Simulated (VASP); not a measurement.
# GaP (F-43m) in VASP: single point with HSE06

Aim: the single point of GaP with HSE06.

Program: VASP 6.6.1. These are calculated values, not measurements. Logs are shortened: lines on timing, memory, paths and dates and some standing lists are left out, and cuts for length are marked.

## (1) The cell of the first run

The structure is cubic, space group F-43m (No. 216). Conventional cell: a = 5.465 Å, b = 5.465 Å, c = 5.465 Å, α = 90.00°, β = 90.00°, γ = 90.00°. Ga (site symmetry -43m) has 4 P at 2.37 Å within 3.1 Å. Within 3.1 Å of P (site symmetry -43m) lie 4 Ga at 2.37 Å.

## (2) Single point, HSE06

Input file POSCAR:

```
GaP
1.0
    0.0000000000      2.7324273795      2.7324273795
    2.7324273795      0.0000000000      2.7324273795
    2.7324273795      2.7324273795      0.0000000000
Ga P
1 1
Direct
    0.0000000000      0.0000000000      0.0000000000
    0.7500000000      0.7500000000      0.7500000000
```

Input file INCAR.step1:

```
SYSTEM = GaP
ALGO     = Normal         ! electronic algorithm
EDIFF    = 1E-5           ! SCF threshold, eV
ENCUT    = 400            ! plane-wave cutoff, eV
GGA      = PE             ! functional
GGA_COMPAT= .FALSE.      
ISIF     = 2              ! what is computed and relaxed
ISMEAR   = 0              ! smearing method
KPAR     = 4            
LASPH    = .TRUE.         ! aspherical terms in the spheres
LREAL    = .FALSE.        ! projectors in reciprocal space
LWAVE    = .TRUE.         ! write WAVECAR
NBANDS   = 16             ! bands
NELM     = 120            ! most SCF steps
PREC     = Accurate       ! precision mode
SIGMA    = 0.02           ! smearing width, eV
```

Input file INCAR.step2:

```
SYSTEM = GaP
ALGO     = Normal         ! electronic algorithm
EDIFF    = 1E-6           ! SCF threshold, eV
ENCUT    = 400            ! plane-wave cutoff, eV
GGA      = PE             ! functional
GGA_COMPAT= .FALSE.      
HFSCREEN = 0.2079         ! screening, 1/A
ISIF     = 2              ! what is computed and relaxed
ISMEAR   = 0              ! smearing method
ISTART   = 1            
KPAR     = 4            
LASPH    = .TRUE.         ! aspherical terms in the spheres
LCHARG   = .TRUE.         ! write CHGCAR
LHFCALC  = .TRUE.         ! exact exchange
LREAL    = .FALSE.        ! projectors in reciprocal space
LVHAR    = .TRUE.       
LWAVE    = .FALSE.        ! write WAVECAR
NBANDS   = 16             ! bands
NELM     = 120            ! most SCF steps
PREC     = Accurate       ! precision mode
PRECFOCK = Normal       
SIGMA    = 0.02           ! smearing width, eV
```

Input file KPOINTS:

```
k-points
0
G
  8 8 8
  0 0 0
```

Potentials or basis: VASP PAW PBE potentials, release 64 (Ga_d, P).

On the command line:

```sh
cat potpaw_PBE.64/Ga_d/POTCAR potpaw_PBE.64/P/POTCAR > POTCAR
cp INCAR.step1 INCAR
mpirun -np 4 vasp_std > vasp.out
cp INCAR.step2 INCAR
mpirun -np 4 vasp_std > vasp.out
```

OUTCAR:

```text
SYSTEM = GaP
   EDIFF = 1E-6
   ENCUT = 400
   GGA = PE
   HFSCREEN = 0.2079
   ISIF = 2
   ISMEAR = 0
   ISTART = 1
   LASPH = .TRUE.
   LHFCALC = .TRUE.
   LREAL = .FALSE.
   NELM = 120
   PREC = Accurate
   PRECFOCK = Normal

 ion  position               nearest neighbor table
   1  0.000  0.000  0.000-   2 2.37   2 2.37   2 2.37   2 2.37
   2  0.750  0.750  0.750-   1 2.37   1 2.37   1 2.37   1 2.37

  LATTYP: Found a face centered cubic cell.
 ALAT       =     5.4648547590

  Lattice vectors:

 A1 = (   0.0000000000,   2.7324273795,   2.7324273795)
 A2 = (   2.7324273795,   0.0000000000,   2.7324273795)
 A3 = (   2.7324273795,   2.7324273795,   0.0000000000)

Analysis of symmetry for initial positions (statically):
=====================================================================
 Subroutine PRICEL returns:
 Original cell was already a primitive cell.

 Routine SETGRP: Setting up the symmetry group for a
 face centered cubic supercell.

 Subroutine GETGRP returns: Found 24 space group operations
 (whereof 24 operations were pure point group operations)
 out of a pool of 48 trial point group operations.

The static configuration has the point symmetry T_d .

Analysis of symmetry for dynamics (positions and initial velocities):
=====================================================================
 Subroutine PRICEL returns:
 Original cell was already a primitive cell.

 Routine SETGRP: Setting up the symmetry group for a
 face centered cubic supercell.

 Subroutine GETGRP returns: Found 24 space group operations
 (whereof 24 operations were pure point group operations)
 out of a pool of 48 trial point group operations.

The dynamic configuration has the point symmetry T_d .

 Subroutine INISYM returns: Found 24 space group operations
 (whereof 24 operations are pure point group operations),
 and found     1 'primitive' translations

----------------------------------------------------------------------------------------

                                     Primitive cell

  volume of cell :      40.8015

  direct lattice vectors                    reciprocal lattice vectors
     0.000000000  2.732427379  2.732427379    -0.182987480  0.182987480  0.182987480
     2.732427379  0.000000000  2.732427379     0.182987480 -0.182987480  0.182987480
[... 85 lines left out ...]
   EDIFF  = 0.1E-05   stopping-criterion for ELM
   LREAL  =      F    real-space projection
   EDIFFG = 0.1E-04   stopping-criterion for IOM
   NSW    =      0    number of steps for IOM
   IBRION =     -1    ionic relax: 0-MD 1-quasi-New 2-CG
   NFREE  =      0    steps in history (QN), initial steepest desc. (CG)
   ISIF   =      2    stress and relaxation
   ISYM   =      3    0-nonsym 1-usesym 2-fastsym
   POTIM  = 0.5000    time-step for ionic-motion
   TEBEG  =    0.0;   TEEND  =   0.0 temperature during run
   PSTRESS=    0.0 pullay stress
   NELECT =      18.0000    total number of electrons
   NUPDOWN=      -1.0000    fix difference up-down
   EMIN   =  10.00;   EMAX   =-10.00  energy-range for DOS
   EFERMI =   0.00;   METHOD = LEGACY
   ISMEAR =     0;   SIGMA  =   0.02  broadening in eV -4-tet -1-fermi 0-gaus
   EFERMI_NEDOS =   21; number of points for ismear=-14 and -15
   IALGO  =     38    algorithm
   IMIX   =      1    mixing-type and parameters
     AMIX     =   0.40;   BMIX     =  1.00
     AMIX_MAG =   1.60;   BMIX_MAG =  1.00
  volume/ion in A,a.u.               =      20.40       137.67
  Fermi-wavevector in a.u.,A,eV,Ry     =   1.246255  2.355081 21.131922  1.553152
  Thomas-Fermi vector in A             =   2.380441
   LORBIT       =      0    0 simple, 1 ext, 2 COOP (PROOUT), +10 PAW based schemes
   GGA     = PE    functional components
   LHFCALC =     T    Hartree Fock is set to
   PRECFOCK=normal    Normal, Fast or Accurate (Low or Medium for compatibility)
   ENCUT4O =  -1.0   cutoff for four orbital integrals eV
   NKREDX  =     1    reduce k-point grid by
   NKREDY  =     1    reduce k-point grid by
   NKREDZ  =     1    reduce k-point grid by
   AEXX    =    0.2500 exact exchange contribution
   HFSCREEN=    0.2079 screening length (either q_TF or 0.3 A-1)
   HFSCREENC=   0.2079 screening length for correlation (either q_TF or 0.3 A-1)
   ENCUTFOCK=  -1.0 apply spherical cutoff to Coloumb kernel
   IVDW    =     0    specifies the selected vdW correction
   LEPSILON=     F    determine dielectric tensor
   LRPA    =     F    only Hartree local field effects (RPA)
 non-spin polarized calculation
 Gauss-broadening in eV      SIGMA  =   0.02
  energy-cutoff  :      400.00
  volume of cell :       40.80
 maximum number of plane-waves:       754
 NGX is ok and might be reduce to    28
  NGX = 20; NGY = 20; NGZ = 20

 number of electron      18.0000017 magnetization

 Free energy of the ion-electron system (eV)
  ---------------------------------------------------
  ext. energy  EPLUGINS =         0.00000000
  ---------------------------------------------------
  free energy    TOTEN  =       -10.78822007 eV

  energy without entropy =      -10.78822007  energy(sigma->0) =      -10.78822007

 E-fermi :   4.2246     XC(G=0):  -8.1306

 val. band max:        4.1347225052   @ k =   0.0000   0.0000   0.0000
 cond. band min:       6.4410949612   @ k =   0.5000   0.5000   0.0000
 fundamental gap:      2.3063724559
 Fermi energy:         4.2246024182

 k-point     1 :       0.0000    0.0000    0.0000
  band No.  band energies     occupation
      1     -12.9062      2.00000
      2     -12.9062      2.00000
      3     -12.9062      2.00000
      4     -12.8073      2.00000
      5     -12.8073      2.00000
      6      -9.5864      2.00000
[... 433 lines left out ...]
      3     -12.8674      2.00000
      4     -12.8125      2.00000
      5     -12.8019      2.00000
      6      -6.9490      2.00000
[... 8 lines left out ...]
     15      17.2718      0.00000
     16      17.9319      0.00000

 [... further k-points ...]
[... 5 lines left out ...]
  --------------------------------------------------------------------------------------
  -------------------------------------------------------------------------------------
  Total       -0.1006826     -0.1006826     -0.1006826      0.0000000      0.0000000      0.0000000
  in kB       -3.9535656     -3.9535656     -3.9535656      0.0000000      0.0000000      0.0000000
  external PRESSURE =      -3.9535656 kB  Pullay stress =       0.0000000 kB

 VOLUME and BASIS-vectors are now :
 -----------------------------------------------------------------------------
  energy-cutoff  :      400.00
  volume of cell :       40.80
      direct lattice vectors                 reciprocal lattice vectors
     0.000000000  2.732427379  2.732427379    -0.182987480  0.182987480  0.182987480
     2.732427379  0.000000000  2.732427379     0.182987480 -0.182987480  0.182987480
     2.732427379  2.732427379  0.000000000     0.182987480  0.182987480 -0.182987480

 POSITION                                       TOTAL-FORCE (eV/Angst)
 -----------------------------------------------------------------------------------
      0.00000      0.00000      0.00000         0.000000      0.000000      0.000000
      4.09864      4.09864      4.09864        -0.000000     -0.000000     -0.000000
 -----------------------------------------------------------------------------------
    total drift:                               -0.000024     -0.000019     -0.000015

  FREE ENERGIE OF THE ION-ELECTRON SYSTEM (eV)
  ---------------------------------------------------
  free  energy   TOTEN  =       -10.7882200704 eV

  energy  without entropy=      -10.7882200704  energy(sigma->0) =      -10.78822007
```

OSZICAR.step1:

```text
N       E                     dE             d eps       ncg     rms          rms(c)
DAV:   1     0.729303775986E+02    0.72930E+02   -0.79961E+03   968   0.142E+03
DAV:   2    -0.362830987293E+01   -0.76559E+02   -0.73199E+02  1056   0.278E+02
DAV:   3    -0.929459316421E+01   -0.56663E+01   -0.56496E+01  1168   0.614E+01
DAV:   4    -0.938442194663E+01   -0.89829E-01   -0.89812E-01  1128   0.848E+00
DAV:   5    -0.938611877962E+01   -0.16968E-02   -0.16968E-02  1208   0.104E+00    0.421E+00
DAV:   6    -0.914477930736E+01    0.24134E+00   -0.37868E-01  1440   0.103E+01    0.279E+00
DAV:   7    -0.911837588396E+01    0.26403E-01   -0.93419E-02  1208   0.201E+00    0.111E+00
DAV:   8    -0.911870812716E+01   -0.33224E-03   -0.13260E-02  1112   0.138E+00    0.193E-01
DAV:   9    -0.911911130267E+01   -0.40318E-03   -0.13288E-03  1136   0.495E-01    0.816E-02
DAV:  10    -0.911918398003E+01   -0.72677E-04   -0.11194E-04  1472   0.114E-01    0.404E-02
DAV:  11    -0.911925576929E+01   -0.71789E-04   -0.97547E-05  1072   0.804E-02    0.499E-03
DAV:  12    -0.911925539859E+01    0.37070E-06   -0.24655E-06   808   0.207E-02
   1 F= -.91192554E+01 E0= -.91192554E+01  d E =-.305327E-17
```

Run time: 29 min. Hardware: 4 MPI ranks of Intel Xeon Platinum 8259CL at 2.50GHz (Skylake/Cascade Lake), shared host; peak memory 0.27 GiB.

What came out:

| Property | Result |
| --- | --- |
| Free energy | -10.7882 eV |
| Pressure | -0.4 GPa |
| Band gap on the k mesh | 2.31 eV (least direct gap 2.72 eV) |

Levels at points of the mesh, in eV from the valence-band top:
| k point | band 7 | band 8 | band 9 | band 10 | band 11 | band 12 |
| --- | --- | --- | --- | --- | --- | --- |
| (0.00, 0.00, 0.00) | 0.00 | 0.00 | 0.00 | 2.72 | 4.77 | 4.77 |
| (0.50, 0.00, 0.00) | -7.19 | -1.20 | -1.20 | 2.47 | 5.62 | 5.62 |
| (0.50, 0.50, 0.00) | -7.29 | -2.90 | -2.90 | 2.31 | 2.57 | 12.00 |

Caveat: the PAW data sets were made with another functional, which shifts forces and pressure a little. A k mesh can miss the band edges.
